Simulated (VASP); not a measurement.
# In2O3 (R-3c) in VASP: notebook, part 2 of 2

VASP 6.6.1. The steps go on from the part before.

### 4 Single point, LDA (strain +0.040 along x and y, +0.080 along z)

File INCAR:

```
PREC = Accurate ; ENCUT = 520
EDIFF = 1E-6 ; ISMEAR = 0
SIGMA = 0.05 ; LREAL = False
LASPH = True ; NELM = 60
ALGO = Normal ; ISIF = 2
LWAVE = False ; LCHARG = False
NBANDS = 55
```

File KPOINTS:

```
regular mesh
0
Gamma
  6 6 6
```

File POSCAR:

```
In2O3
1.0
    2.8401283398      1.6397488615      5.1739735545
   -2.8401283398      1.6397488615      5.1739735545
    0.0000000000     -3.2794977230      5.1739735545
In O
4 6
Direct
    0.3576778379      0.3576778379      0.3576778379
    0.1423221621      0.1423221621      0.1423221621
    0.6423221621      0.6423221621      0.6423221621
    0.8576778379      0.8576778379      0.8576778379
    0.5455327428      0.9544672572      0.2500000000
    0.2500000000      0.5455327428      0.9544672572
    0.9544672572      0.2500000000      0.5455327428
    0.4544672572      0.0455327428      0.7500000000
    0.7500000000      0.4544672572      0.0455327428
    0.0455327428      0.7500000000      0.4544672572
```

Potentials or basis: VASP PAW LDA potentials, release 64 (In_d, O).

Started as:

```sh
> cat potpaw_LDA.64/In_d/POTCAR potpaw_LDA.64/O/POTCAR > POTCAR
> mpirun -np 1 vasp_std > vasp.out
```

OUTCAR:

```text
PREC = Accurate
   ENCUT = 520
   EDIFF = 1E-6
   ISMEAR = 0
   LREAL = False
   LASPH = True
   NELM = 60
   ISIF = 2

 ion  position               nearest neighbor table
   1  0.358  0.358  0.358-   9 2.21   8 2.21  10 2.21   7 2.37   6 2.37   5 2.37   2 3.34   3 3.37
                             3 3.37   3 3.37   2 3.76   2 3.76   2 3.76
   2  0.142  0.142  0.142-  10 2.21   8 2.21   9 2.21   7 2.37   6 2.37   5 2.37   1 3.34   4 3.37
                             4 3.37   4 3.37   1 3.76   1 3.76   1 3.76
   3  0.642  0.642  0.642-   6 2.21   5 2.21   7 2.21   9 2.37  10 2.37   8 2.37   4 3.34   1 3.37
                             1 3.37   1 3.37   4 3.76   4 3.76   4 3.76
[... 1624 lines left out ...]
 -----------------------------------------------------------------------------
  energy-cutoff  :      520.00
  volume of cell :      144.57
      direct lattice vectors                 reciprocal lattice vectors
     2.840128340  1.639748861  5.173973554     0.176048382  0.101641581  0.064425017
    -2.840128340  1.639748861  5.173973554    -0.176048382  0.101641581  0.064425017
     0.000000000 -3.279497723  5.173973554     0.000000000 -0.203283162  0.064425017

 POSITION                                       TOTAL-FORCE (eV/Angst)
 -----------------------------------------------------------------------------------
      0.00000      0.00000      5.55185        -0.000000      0.000000     -0.389078
      0.00000      0.00000      2.20911        -0.000000      0.000000      0.389078
      0.00000      0.00000      9.97007        -0.000000      0.000000      0.389078
      0.00000      0.00000     13.31281        -0.000000      0.000000     -0.389078
     -1.16143      1.63975      9.05445         0.009134     -0.000000     -0.000000
     -0.83935     -1.82570      9.05445        -0.004567      0.007910     -0.000000
      2.00078      0.18595      9.05445        -0.004567     -0.007910     -0.000000
      1.16143     -1.63975      6.46747        -0.009134     -0.000000     -0.000000
      0.83935      1.82570      6.46747         0.004567     -0.007910     -0.000000
     -2.00078     -0.18595      6.46747         0.004567      0.007910     -0.000000
 -----------------------------------------------------------------------------------
    total drift:                                0.000000      0.000000     -0.000000

  FREE ENERGIE OF THE ION-ELECTRON SYSTEM (eV)
  ---------------------------------------------------
  free  energy   TOTEN  =       -62.2434009012 eV

  energy  without entropy=      -62.2434007750  energy(sigma->0) =      -62.24340084
```

OSZICAR:

```text
N       E                     dE             d eps       ncg     rms          rms(c)
DAV:   1     0.122721954979E+04    0.12272E+04   -0.41242E+04  3585   0.221E+03
DAV:   2     0.185715168684E+03   -0.10415E+04   -0.99331E+03  3692   0.618E+02
DAV:   3    -0.504730243555E+02   -0.23619E+03   -0.22879E+03  4025   0.264E+02
DAV:   4    -0.712545902054E+02   -0.20782E+02   -0.20575E+02  4808   0.824E+01
DAV:   5    -0.716759991391E+02   -0.42141E+00   -0.42068E+00  4379   0.129E+01    0.205E+01
DAV:   6    -0.626549422702E+02    0.90211E+01   -0.38729E+01  5212   0.547E+01    0.180E+01
DAV:   7    -0.624148196132E+02    0.24012E+00   -0.35375E+00  4534   0.118E+01    0.412E+00
DAV:   8    -0.622989779639E+02    0.11584E+00   -0.39099E-01  5137   0.337E+00    0.258E+00
DAV:   9    -0.622465588428E+02    0.52419E-01   -0.49178E-02  5225   0.265E+00    0.518E-01
DAV:  10    -0.622432326952E+02    0.33261E-02   -0.22059E-02  5026   0.131E+00    0.871E-02
DAV:  11    -0.622433900912E+02   -0.15740E-03   -0.14212E-03  4792   0.271E-01    0.510E-02
DAV:  12    -0.622434050653E+02   -0.14974E-04   -0.68675E-05  5568   0.781E-02    0.294E-02
DAV:  13    -0.622434010982E+02    0.39670E-05   -0.15102E-05  4576   0.273E-02    0.126E-02
DAV:  14    -0.622434009012E+02    0.19702E-06   -0.29084E-06  3249   0.115E-02
   1 F= -.62243401E+02 E0= -.62243401E+02  d E =-.126199E-06
```

stdout:

```text
POSCAR found type information on POSCAR InO
 POSCAR found :  2 types and      10 ions
 scaLAPACK will be used
 LDA part: xc-table for (Slater(with rela. corr.)+CA(PZ))
 , standard interpolation
 POSCAR, INCAR and KPOINTS ok, starting setup
 FFT: planning ... GRIDC
 FFT: planning ... GRID_SOFT
 FFT: planning ... GRID
 WAVECAR not read
 entering main loop
```

Wall time 6 min (1 thread of Intel Xeon 6975P-C, shared host); peak memory 0.36 GiB.

Results:

```
Free energy            : -62.2434 eV
Pressure               : -19.3 GPa
Largest force          : 0.389 eV/Å
Band gap on the k mesh : 0.29 eV, indirect (least direct gap 0.38 eV)
```

Forces in eV/Å, atoms in the order of the input:
```
In   0.000  0.000 -0.389
In   0.000  0.000  0.389
In   0.000  0.000  0.389
In   0.000  0.000 -0.389
O    0.009  0.000  0.000
O   -0.005  0.008  0.000
O   -0.005 -0.008  0.000
O   -0.009  0.000  0.000
O    0.005 -0.008  0.000
O    0.005  0.008  0.000
```

Caveat: the cell differs from its parent crystal (strain +0.040 along x and y, +0.080 along z); spin-orbit coupling is left out, which moves the levels of the heavy elements.

### 5 Single point, LDA (strain +0.000 along x and y, +0.080 along z)

File INCAR:

```
SYSTEM = In2O3
PREC     = Accurate       ! precision mode
ENCUT    = 520            ! plane-wave cutoff, eV
EDIFF    = 1E-7           ! SCF threshold, eV
ISMEAR   = 0              ! smearing method
SIGMA    = 0.05           ! smearing width, eV
LREAL    = .False.        ! projectors in reciprocal space
LASPH    = .True.         ! aspherical terms in the spheres
NELM     = 100            ! most SCF steps
ALGO     = Normal         ! electronic algorithm
ISIF     = 2              ! what is computed and relaxed
LWAVE    = .False.        ! write WAVECAR
LCHARG   = .False.        ! write CHGCAR
GGA      = CA             ! functional
NBANDS   = 55             ! bands
```

File KPOINTS:

```
Automatic mesh
0
Gamma
  6 6 6
  0 0 0
```

Edit POSCAR of step 4 so:

```diff
@@ -2,5 +2,5 @@
 1.0
-    2.8401283398      1.6397488615      5.1739735545
-   -2.8401283398      1.6397488615      5.1739735545
-    0.0000000000     -3.2794977230      5.1739735545
+    2.7308926344      1.5766815976      5.1739735545
+   -2.7308926344      1.5766815976      5.1739735545
+    0.0000000000     -3.1533631952      5.1739735545
 In O
```

Started as:

```sh
> cat potpaw_LDA.64/In_d/POTCAR potpaw_LDA.64/O/POTCAR > POTCAR
> mpirun -np 1 vasp_std > vasp.out
```

It took 4.2 min on 1 thread of AMD EPYC 9R45 (Zen 5), shared host; peak memory 0.32 GiB.

Results (log left out):

- Free energy: -63.1170 eV
- Pressure: -10.2 GPa
- Largest force: 0.559 eV/Å
- Band gap on the k mesh: 0.73 eV, direct

Forces on the atoms (eV/Å):
```
In   0.000  0.000 -0.559
In   0.000  0.000  0.559
In   0.000  0.000  0.559
In   0.000  0.000 -0.559
O   -0.065  0.000  0.000
O    0.033 -0.056  0.000
O    0.033  0.056  0.000
O    0.065  0.000  0.000
O   -0.033  0.056  0.000
O   -0.033 -0.056  0.000
```

Stress tensor (GPa, compression positive):
```
 -6.60   0.00   0.00
  0.00  -6.60   0.00
  0.00   0.00 -17.52
```

Levels at points of the mesh, in eV from the valence-band top:
```
           k point  band 42  band 43  band 44  band 45  band 46  band 47
(0.00, 0.00, 0.00)    -0.26     0.00     0.00     0.73     5.17     5.46
(0.50, 0.00, 0.00)    -0.79    -0.15    -0.15     4.36     4.36     5.27
(0.50, 0.50, 0.00)    -0.51    -0.21    -0.11     4.47     5.00     5.80
(0.50, 0.50, 0.50)    -0.12    -0.12    -0.12     3.84     3.84     6.41
```

Caveat: the cell differs from its parent crystal (strain +0.000 along x and y, +0.080 along z); spin-orbit coupling is left out, which moves the levels of the heavy elements.

### 6 Overview

| cell | gap on the mesh (eV) | pressure (GPa) | largest force (eV/Å) |
| --- | --- | --- | --- |
| a = 5.965 Å, angles 56.9°, 10 atoms | 0.52 | -16.3 | 0.22 |
| a = 5.878 Å, angles 60.2°, 10 atoms | 0.12 | -20.3 | 0.05 |
| a = 6.126 Å, angles 55.2°, 10 atoms | 0.29 | -19.3 | 0.39 |
| a = 6.059 Å, angles 53.6°, 10 atoms | 0.73 | -10.2 | 0.56 |

Alike in all rows: task single point; level LDA; potentials or basis VASP PAW LDA potentials, release 64 (In_d, O); no spin polarisation; k mesh 6 × 6 × 6; cutoff (eV) 520; smearing gaussian 0.05 eV.

Caveats: spin-orbit coupling is left out, which moves the levels of the heavy elements.

Absolute energies hang on the potentials; compare differences alone.
